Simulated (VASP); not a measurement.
# InTe4 (P6/mmm) in VASP: further runs, part 3 of 3

VASP 6.6.1. The steps go on from the part before.

## 5. Relaxation of cell and atoms, PBE

INCAR reads:

```
  ALGO = Normal
  EDIFF = 1E-6
  EDIFFG = -0.04
  ENCUT = 600
  GGA = PE
  IBRION = 2
  ISIF = 3
  ISMEAR = 0
  LASPH = T
  LCHARG = F
  LREAL = F
  LWAVE = F
  NELM = 80
  NSW = 90
  PREC = Accurate
  SIGMA = 0.1
```

KPOINTS reads:

```
k-points
0
Gamma
  3 3 4
```

POSCAR reads:

```
InTe4
1.0
    5.8382484600      0.0000000000      0.0000000000
   -2.9191242300      5.0560714800      0.0000000000
    0.0000000000      0.0000000000      5.3460086800
In Te
1 4
Direct
    0.0000000000      0.0000000000      0.5000000000
    0.5000000000      0.0000000000      0.0000000000
    0.0000000000      0.5000000000      0.0000000000
    0.5000000000      0.5000000000      0.0000000000
    0.0000000000      0.0000000000      0.0000000000
```

Potentials or basis: VASP PAW PBE potentials, release 64 (In_d, Te).

Launch:

```console
$ cat potpaw_PBE.64/In_d/POTCAR potpaw_PBE.64/Te/POTCAR > POTCAR
$ mpirun -np 1 vasp_std > vasp.out
```

OUTCAR:

```text
EDIFF = 1E-6
   EDIFFG = -0.04
   ENCUT = 600
   GGA = PE
   IBRION = 2
   ISIF = 3
   ISMEAR = 0
   LASPH = T
   LREAL = F
   NELM = 80
   NSW = 90
   PREC = Accurate

 ion  position               nearest neighbor table
   1  0.000  0.000  0.500-   5 2.67   5 2.67
   2  0.500  0.000  0.000-   5 2.92   5 2.92   3 2.92   4 2.92   4 2.92   3 2.92
   3  0.000  0.500  0.000-   4 2.92   4 2.92   5 2.92   5 2.92   2 2.92   2 2.92
   4  0.500  0.500  0.000-   3 2.92   3 2.92   5 2.92   2 2.92   2 2.92   5 2.92
   5  0.000  0.000  0.000-   1 2.67   1 2.67   2 2.92   2 2.92   3 2.92   3 2.92   4 2.92   4 2.92

  LATTYP: Found a hexagonal cell.
 ALAT       =     5.8382484600
 C/A-ratio  =     0.9156870792

  Lattice vectors:

 A1 = (   5.8382484600,   0.0000000000,   0.0000000000)
 A2 = (  -2.9191242300,   5.0560714800,   0.0000000000)
 A3 = (   0.0000000000,   0.0000000000,   5.3460086800)

Analysis of symmetry for initial positions (statically):
=====================================================================
 Subroutine PRICEL returns:
 Original cell was already a primitive cell.

 Routine SETGRP: Setting up the symmetry group for a
 hexagonal supercell.

 Subroutine GETGRP returns: Found 24 space group operations
 (whereof 24 operations were pure point group operations)
 out of a pool of 24 trial point group operations.

The static configuration has the point symmetry D_6h.

Analysis of symmetry for dynamics (positions and initial velocities):
=====================================================================
 Subroutine PRICEL returns:
 Original cell was already a primitive cell.

 Routine SETGRP: Setting up the symmetry group for a
 hexagonal supercell.

 Subroutine GETGRP returns: Found 24 space group operations
 (whereof 24 operations were pure point group operations)
 out of a pool of 24 trial point group operations.

The dynamic configuration has the point symmetry D_6h.

 Subroutine INISYM returns: Found 24 space group operations
 (whereof 24 operations are pure point group operations),
 and found     1 'primitive' translations

[... 90 lines left out ...]
   ISIF   =      3    stress and relaxation
   ISYM   =      2    0-nonsym 1-usesym 2-fastsym
   POTIM  = 0.5000    time-step for ionic-motion
   TEBEG  =    0.0;   TEEND  =   0.0 temperature during run
   PSTRESS=    0.0 pullay stress
   NELECT =      37.0000    total number of electrons
   NUPDOWN=      -1.0000    fix difference up-down
   EMIN   =  10.00;   EMAX   =-10.00  energy-range for DOS
   EFERMI =   0.00;   METHOD = LEGACY
   ISMEAR =     0;   SIGMA  =   0.10  broadening in eV -4-tet -1-fermi 0-gaus
   EFERMI_NEDOS =   21; number of points for ismear=-14 and -15
   IALGO  =     38    algorithm
   IMIX   =      4    mixing-type and parameters
     AMIX     =   0.40;   BMIX     =  1.00
     AMIX_MAG =   1.60;   BMIX_MAG =  1.00
  volume/ion in A,a.u.               =      31.56       212.99
  Fermi-wavevector in a.u.,A,eV,Ry     =   1.009486  1.907652 13.865177  1.019062
  Thomas-Fermi vector in A             =   2.142417
   LORBIT       =      0    0 simple, 1 ext, 2 COOP (PROOUT), +10 PAW based schemes
   GGA     = PE    functional components
   LHFCALC =     F    Hartree Fock is set to
   AEXX    =    0.0000 exact exchange contribution
   IVDW    =     0    specifies the selected vdW correction
   LEPSILON=     F    determine dielectric tensor
   LRPA    =     F    only Hartree local field effects (RPA)
 conjugate gradient relaxation of ions
 non-spin polarized calculation
 Gauss-broadening in eV      SIGMA  =   0.10
  energy-cutoff  :      600.00
  volume of cell :      157.81
 maximum number of plane-waves:      5295
 NGX is ok and might be reduce to    48
   NGX = 23   NGY = 23   NGZ = 21

--------------------------------------- Ionic step        1  -------------------------------------------

 number of electron      37.0000005 magnetization

 Free energy of the ion-electron system (eV)
  ---------------------------------------------------
  ext. energy  EPLUGINS =         0.00000000
  ---------------------------------------------------
  free energy    TOTEN  =       -11.51563598 eV

  energy without entropy =      -11.51122647  energy(sigma->0) =      -11.51343123

 E-fermi :   6.5380     XC(G=0):  -9.0080

 val. band max:        6.5239540338   @ k =   0.3333   0.3333   0.0000
 cond. band min:       6.9858420755   @ k =   0.0000   0.0000   0.5000
 fundamental gap:      0.4618880418
 Fermi energy:         6.5379969334

 k-point     1 :       0.0000    0.0000    0.0000
  band No.  band energies     occupation
      1      -9.2405      2.00000
      2      -8.4798      2.00000
      3      -8.4798      2.00000
      4      -8.4783      2.00000
      5      -8.4783      2.00000
      6      -8.1464      2.00000
[... 408 lines left out ...]
--------------------------------------- Ionic step        6  -------------------------------------------

 number of electron      37.0000001 magnetization

 Free energy of the ion-electron system (eV)
  ---------------------------------------------------
  ext. energy  EPLUGINS =         0.00000000
  ---------------------------------------------------
  free energy    TOTEN  =       -13.94845557 eV

  energy without entropy =      -13.94312733  energy(sigma->0) =      -13.94579145

 E-fermi :   3.4332     XC(G=0):  -7.7348

 val. band max:        3.4011916860   @ k =   0.3333   0.3333   0.0000
 cond. band min:       3.9515118125   @ k =   0.0000   0.0000   0.5000
 fundamental gap:      0.5503201265
 Fermi energy:         3.4332133285

 k-point     1 :       0.0000    0.0000    0.0000
  band No.  band energies     occupation
      1     -11.5783      2.00000
      2     -11.5600      2.00000
      3     -11.5600      2.00000
      4     -11.4793      2.00000
      5     -11.4793      2.00000
      6      -9.5967      2.00000
[... 246 lines left out ...]
  FREE ENERGIE OF THE ION-ELECTRON SYSTEM (eV)
  ---------------------------------------------------
  free  energy   TOTEN  =       -13.9484555736 eV

  energy  without entropy=      -13.9431273315  energy(sigma->0) =      -13.94579145

 reached required accuracy - stopping structural energy minimisation
```

OSZICAR:

```text
N       E                     dE             d eps       ncg     rms          rms(c)
DAV:   1     0.299910229344E+03    0.29991E+03   -0.16074E+04   396   0.169E+03
DAV:   2     0.237940238363E+02   -0.27612E+03   -0.26968E+03   432   0.367E+02
DAV:   3    -0.101347381275E+02   -0.33929E+02   -0.32806E+02   502   0.124E+02
[... 70 lines left out ...]
DAV:   6    -0.139484383055E+02   -0.13726E-04   -0.43209E-05   536   0.417E-02    0.549E-02
DAV:   7    -0.139484496688E+02   -0.11363E-04   -0.11503E-05   408   0.238E-02    0.152E-02
DAV:   8    -0.139484539567E+02   -0.42879E-05   -0.46587E-06   364   0.171E-02    0.244E-03
DAV:   9    -0.139484555648E+02   -0.16081E-05   -0.20930E-06   324   0.805E-03    0.314E-03
DAV:  10    -0.139484555736E+02   -0.88276E-08   -0.12071E-07   228   0.279E-03
   6 F= -.13948456E+02 E0= -.13945791E+02  d E =-.140669E+00
```

CONTCAR:

```text
InTe4
   1.00000000000000
     6.4290586487268504    0.0000000000000000    0.0000000000000000
    -3.2145293243634252    5.5677281122623787   -0.0000000000000000
     0.0000000000000000    0.0000000000000000    5.9710399173754487
  In              Te
     1     4
Direct
     0.0000000000000000    0.0000000000000000    0.5000000000000000
     0.5000000000000000    0.0000000000000000    0.0000000000000000
     0.0000000000000000    0.5000000000000000    0.0000000000000000
     0.5000000000000000    0.5000000000000000    0.0000000000000000
     0.0000000000000000    0.0000000000000000    0.0000000000000000

  0.00000000E+00  0.00000000E+00  0.00000000E+00
  0.00000000E+00  0.00000000E+00  0.00000000E+00
  0.00000000E+00  0.00000000E+00  0.00000000E+00
  0.00000000E+00  0.00000000E+00  0.00000000E+00
  0.00000000E+00  0.00000000E+00  0.00000000E+00
```

Run time: 7.2 min. Hardware: 1 thread of Intel Xeon 8259CL, shared host; peak memory 0.35 GiB.

Results:

```
Free energy                           : -13.9485 eV
Relaxed volume                        : 42.75 Å³/atom
Relaxed cell                          : a = 6.429 Å, b = 6.429 Å, c = 5.971 Å, α = 90.00°, β = 90.00°, γ = 120.00°
Space group after relaxing (to 0.1 Å) : P6/mmm (No. 191)
Energy gained by relaxing             : 486.6 meV/atom
Ionic steps                           : 6
Pressure after relaxing               : 0.0 GPa
Band gap on the k mesh                : zero (an odd number of electrons rules out a gap without spin polarisation)
```

Stress tensor (GPa, compression positive):
```
 0.07  0.00  0.00
 0.00  0.07  0.00
 0.00  0.00 -0.05
```

The path:
| step | energy change (eV) | largest force (eV/Å) | pressure (GPa) | volume (Å³) |
| --- | --- | --- | --- | --- |
| 1 | 0.0000 | 0.0000 | 18.98 | 157.81 |
| 2 | -1.2993 | 0.0000 | -3.78 | 258.76 |
| 3 | -2.2919 | 0.0000 | 0.51 | 205.91 |
| 4 | -2.2922 | 0.0000 | 0.69 | 204.87 |
| 5 | -2.4294 | 0.0000 | 0.10 | 212.02 |
| 6 | -2.4328 | 0.0000 | 0.03 | 213.73 |

Final structure:
```
In Te
1.0
     6.42906    0.00000    0.00000
    -3.21453    5.56773    0.00000
     0.00000    0.00000    5.97104
In Te
1 4
Direct
  0.00000 0.00000 0.50000
  0.50000 0.00000 0.00000
  0.00000 0.50000 0.00000
  0.50000 0.50000 0.00000
  0.00000 0.00000 0.00000
```

Levels at points of the mesh, in eV from the Fermi level:
| k point | band 16 | band 17 | band 18 | band 19 | band 20 | band 21 |
| --- | --- | --- | --- | --- | --- | --- |
| (0.00, 0.00, 0.00) | -0.25 | -0.25 | 1.15 | 1.15 | 1.43 | 2.36 |
| (0.00, 0.00, 0.50) | -0.44 | 0.52 | 1.17 | 1.17 | 1.26 | 1.26 |

Caveat: the k points lie up to 0.38 Å⁻¹ apart in the final cell, too coarse for converged energies and pressures of a metal; the volume moved by over 15 % at a fixed basis, so the end points are rough; spin-orbit coupling is left out, which moves the levels of the heavy elements.

## 6. Relaxation of cell and atoms, PBE

This run uses another cell than the first one, of 42.54 Å³/atom.

INCAR reads:

```
PREC = Accurate
ENCUT = 600
EDIFF = 1E-6
ISMEAR = 0
SIGMA = 0.1
LREAL = False
LASPH = True
NELM = 60
ALGO = Normal
ISIF = 3
LWAVE = False
LCHARG = False
GGA = PE
IBRION = 2
NSW = 100
EDIFFG = -0.01
```

KPOINTS reads:

```
Automatic mesh
0
Gamma
  6 6 6
```

Edit POSCAR of step 5 so:

```diff
@@ -2,5 +2,5 @@
 1.0
-    5.8382484600      0.0000000000      0.0000000000
-   -2.9191242300      5.0560714800      0.0000000000
-    0.0000000000      0.0000000000      5.3460086800
+    6.4269014859      0.0000000000      0.0000000000
+   -3.2134507430      5.5658599544      0.0000000000
+    0.0000000000      0.0000000000      5.9459842559
 In Te
```

Potentials or basis: VASP PAW PBE potentials, release 64 (In_d, Te).

Launch:

```console
$ cat potpaw_PBE.64/In_d/POTCAR potpaw_PBE.64/Te/POTCAR > POTCAR
$ mpirun -np 1 vasp_std > vasp.out
```

OUTCAR:

```text
PREC = Accurate
   ENCUT = 600
   EDIFF = 1E-6
   ISMEAR = 0
   LREAL = False
   LASPH = True
   NELM = 60
   ISIF = 3
   GGA = PE
   IBRION = 2
   NSW = 100
   EDIFFG = -0.01

 ion  position               nearest neighbor table
   1  0.000  0.000  0.500-   5 2.97   5 2.97
   2  0.500  0.000  0.000-   3 3.21   3 3.21   5 3.21   5 3.21   4 3.21   4 3.21
   3  0.000  0.500  0.000-   2 3.21   2 3.21   4 3.21   4 3.21   5 3.21   5 3.21
   4  0.500  0.500  0.000-   5 3.21   5 3.21   3 3.21   3 3.21   2 3.21   2 3.21
   5  0.000  0.000  0.000-   1 2.97   1 2.97   4 3.21   4 3.21   2 3.21   2 3.21   3 3.21   3 3.21

  LATTYP: Found a hexagonal cell.
 ALAT       =     6.4269014859
 C/A-ratio  =     0.9251712149

  Lattice vectors:

[... 380 lines left out ...]

 number of electron      36.9999990 magnetization

 Free energy of the ion-electron system (eV)
  ---------------------------------------------------
  ext. energy  EPLUGINS =         0.00000000
  ---------------------------------------------------
  free energy    TOTEN  =       -13.66479649 eV

  energy without entropy =      -13.64063976  energy(sigma->0) =      -13.65271812

 E-fermi :   3.0466     XC(G=0):  -7.5587

 val. band max:        3.0458616030   @ k =   0.3333   0.1667   0.3333
 cond. band min:       3.0733067701   @ k =   0.3333   0.3333   0.1667
 fundamental gap:      0.0274451672
 Fermi energy:         3.0466031959

 k-point     1 :       0.0000    0.0000    0.0000
  band No.  band energies     occupation
      1     -11.7133      2.00000
      2     -11.7133      2.00000
      3     -11.6770      2.00000
      4     -11.6231      2.00000
      5     -11.6231      2.00000
      6      -9.8293      2.00000
[... 589 lines left out ...]
     21       4.9448      0.00000
     22       5.0540      0.00000

 [... further k-points ...]
[... 5 lines left out ...]
  --------------------------------------------------------------------------------------
  -------------------------------------------------------------------------------------
  Total        0.0013845      0.0013845      0.0006724     -0.0000000      0.0000000     -0.0000000
  in kB        0.0099901      0.0099901      0.0048523     -0.0000000      0.0000000     -0.0000000
  external PRESSURE =       0.0082775 kB  Pullay stress =       0.0000000 kB
[... 20 lines left out ...]
  FREE ENERGIE OF THE ION-ELECTRON SYSTEM (eV)
  ---------------------------------------------------
  free  energy   TOTEN  =       -13.6647964873 eV

  energy  without entropy=      -13.6406397585  energy(sigma->0) =      -13.65271812

 reached required accuracy - stopping structural energy minimisation
```

CONTCAR:

```text
InTe4
   1.00000000000000
     6.4453469769807361   -0.0000000000001633    0.0000000000000000
    -3.2226734885406527    5.5818342182611973    0.0000000000000000
    -0.0000000000000000   -0.0000000000000000    6.1716203995161418
  In              Te
     1     4
Direct
     0.0000000000000000    0.0000000000000000    0.5000000000000000
     0.5000000000000000    0.0000000000000000    0.0000000000000000
     0.0000000000000000    0.5000000000000000    0.0000000000000000
     0.5000000000000000    0.5000000000000000    0.0000000000000000
     0.0000000000000000    0.0000000000000000    0.0000000000000000

  0.00000000E+00  0.00000000E+00  0.00000000E+00
  0.00000000E+00  0.00000000E+00  0.00000000E+00
  0.00000000E+00  0.00000000E+00  0.00000000E+00
  0.00000000E+00  0.00000000E+00  0.00000000E+00
  0.00000000E+00  0.00000000E+00  0.00000000E+00
```

Wall time 16 min (1 thread of Intel Xeon 8259CL, shared host); peak memory 0.49 GiB.

What came out:

```yaml
Free_energy: -13.6648 eV
Relaxed_volume: 44.41 Å³/atom
Relaxed_cell: a = 6.445 Å, b = 6.445 Å, c = 6.172 Å, α = 90.00°, β = 90.00°, γ = 120.00°
Space_group_after_relaxing_to_0.1_Å: P6/mmm (No. 191)
Energy_gained_by_relaxing: 8.1 meV/atom
Ionic_steps: 6
Pressure_after_relaxing: 0.0 GPa
Band_gap_on_the_k_mesh: zero (an odd number of electrons rules out a gap without spin polarisation)
```

Step by step:
```csv
step,energy change (eV),largest force (eV/Å),pressure (GPa),volume (Å³)
1,0.0000,0.0000,0.75,212.70
2,-0.0344,0.0000,0.17,218.86
3,-0.0395,0.0000,-0.18,223.38
4,-0.0397,0.0000,-0.14,222.84
5,-0.0405,0.0000,0.07,221.76
6,-0.0406,0.0000,0.00,222.04
```

Final structure:
```
In Te
1.0
     6.44535    0.00000    0.00000
    -3.22267    5.58183    0.00000
     0.00000    0.00000    6.17162
In Te
1 4
Direct
  0.00000 0.00000 0.50000
  0.50000 0.00000 0.00000
  0.00000 0.50000 0.00000
  0.50000 0.50000 0.00000
  0.00000 0.00000 0.00000
```

Levels at points of the mesh, in eV from the Fermi level:
```csv
k point,band 15,band 16,band 17,band 18,band 19,band 20,band 21,band 22
"(0.00, 0.00, 0.00)",-1.43,-0.19,-0.19,1.26,1.26,1.48,2.43,2.43
"(0.50, 0.00, 0.00)",-1.91,-1.60,-1.05,-0.96,-0.84,-0.32,1.56,1.99
"(0.00, 0.00, 0.50)",-0.33,-0.33,0.34,1.34,1.34,1.43,1.43,1.49
"(0.50, 0.00, 0.50)",-1.59,-1.19,-1.02,-0.97,-0.67,0.37,2.19,2.36
```

Caveat: spin-orbit coupling is left out, which moves the levels of the heavy elements.

## 7. Overview

```csv
task,cell,k mesh,cutoff (eV),gap on the mesh (eV),pressure (GPa),relaxed volume (Å³/atom)
single point,"a = 5.838, b = 5.838, c = 5.346 Å, angles 90.0, 90.0, 120.0°, 5 atoms",3 × 3 × 4,520,none,19.0,-
single point,"a = 6.427, b = 6.427, c = 5.946 Å, angles 90.0, 90.0, 120.0°, 5 atoms",3 × 3 × 4,520,none,0.1,-
single point,"a = 6.449, b = 6.449, c = 6.173 Å, angles 90.0, 90.0, 120.0°, 5 atoms",6 × 6 × 6,520,none,0.0,-
relaxation of cell and atoms,"relaxed from a = 5.838, b = 5.838, c = 5.346 Å, angles 90.0, 90.0, 120.0°, 5 atoms",3 × 3 × 4,600,none,0.0,42.75
relaxation of cell and atoms,"relaxed from a = 6.427, b = 6.427, c = 5.946 Å, angles 90.0, 90.0, 120.0°, 5 atoms",6 × 6 × 6,600,none,0.0,44.41
```

Alike in all rows: level PBE; potentials or basis VASP PAW PBE potentials, release 64 (In_d, Te); no spin polarisation; smearing gaussian 0.1 eV.

Caveats: some runs use coarse meshes; spin-orbit coupling is left out, which moves the levels of the heavy elements; the volume moved by over 15 % at a fixed basis, so the end points are rough (at least some runs).

Absolute energies hang on the potentials; compare differences alone.

The gap in the log of VASP goes by the Fermi energy; the results here count the filled bands.